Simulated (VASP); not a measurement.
Wanted: the native input for a VASP 6.6.1 run.

* Task: relaxation of cell and atoms
* Functional: PBE
* Potentials or basis: VASP PAW PBE potentials, release 64 (V_sv)
* Cutoff: 600 eV
* k mesh: 19 × 19 × 19
* Occupations: fermi-dirac, width 0.1 eV
* Spin: no spin polarisation
* Target pressure: 69 GPa
* Dipole correction: no
* Further INCAR settings: ALGO = Normal; EDIFF = 1e-07; IBRION = 2; EDIFFG = -0.005; NSW = 32; ISIF = 3

The structure of V lies in POSCAR:

```
V
1.0
   -1.3825484876      1.3825484876      1.3825484876
    1.3825484876     -1.3825484876      1.3825484876
    1.3825484876      1.3825484876     -1.3825484876
V
1
Direct
    0.0000000000      0.0000000000      0.0000000000
```

The input as run:

INCAR

```
SYSTEM = V
PREC = Accurate
ENCUT = 600
EDIFF = 1E-7
ISMEAR = -1
SIGMA = 0.1
LREAL = .FALSE.
LASPH = .TRUE.
NELM = 80
ALGO = Normal
ISIF = 3
LWAVE = .FALSE.
LCHARG = .FALSE.
GGA = PE
IBRION = 2
NSW = 32
EDIFFG = -0.005
PSTRESS = 690.0
```

KPOINTS

```
Automatic mesh
0
G
  19 19 19
  0 0 0
```

Potentials or basis: VASP PAW PBE potentials, release 64 (V_sv).

Launch:

```sh
$ cat potpaw_PBE.64/V_sv/POTCAR > POTCAR
$ mpirun -np 1 vasp_std > vasp.out
```

It gave:

```yaml
Relaxed_volume: 10.59 Å³/atom
Relaxed_cell: a = 2.396 Å, b = 2.396 Å, c = 2.396 Å, α = 109.47°, β = 109.47°, γ = 109.47°
Space_group_after_relaxing_to_0.1_Å: Im-3m (No. 229)
Energy_change_on_relaxing_the_run_minimises_the_enthalpy: -10.3 meV/atom
Ionic_steps: 3
Pressure_after_relaxing: 69.0 GPa
Band_gap_on_the_k_mesh: zero (an odd number of electrons rules out a gap without spin polarisation)
```

Caveat: the cell is relaxed towards a set pressure, so the run minimises the enthalpy, not the energy.

Run time: 67 s on 1 thread of Intel Xeon 8259CL, with other jobs on the host, peak memory 0.15 GiB.
